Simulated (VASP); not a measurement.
Set up this calculation in VASP 6.6.1, as the native input.

```yaml
Task: single point
Functional: PBE-based global hybrid with 5 % exact exchange
Potentials_or_basis: VASP PAW PBE potentials, release 64 (Zn, S)
Cutoff: 400 eV
k_mesh: 4 × 4 × 2
Occupations: gaussian, width 0.01 eV
Spin: no spin polarisation
Dipole_correction: no
Grid_for_exact_exchange_PRECFOCK: Normal
Share_of_exact_exchange: 0.05
Further_INCAR_settings: ALGO = Normal; EDIFF = 1e-06; NBANDS = 26
```

Crystal: ZnS.

```xyz
4
Lattice="3.8110 0.0000 0.0000 -1.9055 3.3004 0.0000 0.0000 0.0000 6.2340" Properties=species:S:1:pos:R:3 pbc="T T T"
Zn    0.0000    2.2003    0.0000
Zn    1.9055    1.1001    3.1170
S     0.0000    2.2003    2.4001
S     1.9055    1.1001    5.5171
```

The input as run:

POSCAR

```
ZnS
1.0
    3.8110000000      0.0000000000      0.0000000000
   -1.9055000000      3.3004200000      0.0000000000
    0.0000000000      0.0000000000      6.2340000000
Zn S
2 2
Direct
    0.3333333333      0.6666666667      0.0000000000
    0.6666666667      0.3333333333      0.5000000000
    0.3333333333      0.6666666667      0.3850000000
    0.6666666667      0.3333333333      0.8850000000
```

INCAR.step1

```
SYSTEM = ZnS
PREC     = Accurate       ! precision mode
ENCUT    = 400            ! plane-wave cutoff, eV
EDIFF    = 1E-5           ! SCF threshold, eV
ISMEAR   = 0              ! smearing method
SIGMA    = 0.01           ! smearing width, eV
LREAL    = .False.        ! projectors in reciprocal space
LASPH    = .True.         ! aspherical terms in the spheres
NELM     = 120            ! most SCF steps
ALGO     = Normal         ! electronic algorithm
ISIF     = 2              ! what is computed and relaxed
LWAVE    = .True.         ! write WAVECAR
LCHARG   = .False.        ! write CHGCAR
GGA      = PE             ! functional
NBANDS   = 26             ! bands
GGA_COMPAT= .False.
```

INCAR.step2

```
SYSTEM = ZnS
PREC     = Accurate       ! precision mode
ENCUT    = 400            ! plane-wave cutoff, eV
EDIFF    = 1E-6           ! SCF threshold, eV
ISMEAR   = 0              ! smearing method
SIGMA    = 0.01           ! smearing width, eV
LREAL    = .False.        ! projectors in reciprocal space
LASPH    = .True.         ! aspherical terms in the spheres
NELM     = 120            ! most SCF steps
ALGO     = Normal         ! electronic algorithm
ISIF     = 2              ! what is computed and relaxed
LWAVE    = .False.        ! write WAVECAR
LCHARG   = .False.        ! write CHGCAR
GGA      = PE             ! functional
LHFCALC  = .True.         ! exact exchange
AEXX     = 0.05           ! exact-exchange fraction
PRECFOCK = Normal       
ISTART   = 1            
NBANDS   = 26             ! bands
GGA_COMPAT= .False.
```

KPOINTS

```
regular mesh
0
Gamma
  4 4 2
  0 0 0
```

Potentials or basis: VASP PAW PBE potentials, release 64 (Zn, S).

Launch:

```console
$ cat potpaw_PBE.64/Zn/POTCAR potpaw_PBE.64/S/POTCAR > POTCAR
$ cp INCAR.step1 INCAR
$ mpirun -np 1 vasp_std > vasp.out
$ cp INCAR.step2 INCAR
$ mpirun -np 1 vasp_std > vasp.out
```

It gave:

```
Pressure               : 2.1 GPa
Largest force          : 0.338 eV/Å
Band gap on the k mesh : 2.63 eV
```

Caveat: the k points lie up to 0.50 Å⁻¹ apart; the PAW data sets were made with another functional, which shifts forces and pressure a little.

Run time: 17 min on 1 thread of Oxide Virtual Turin-like Processor, on a shared host, peak memory 0.15 GiB.
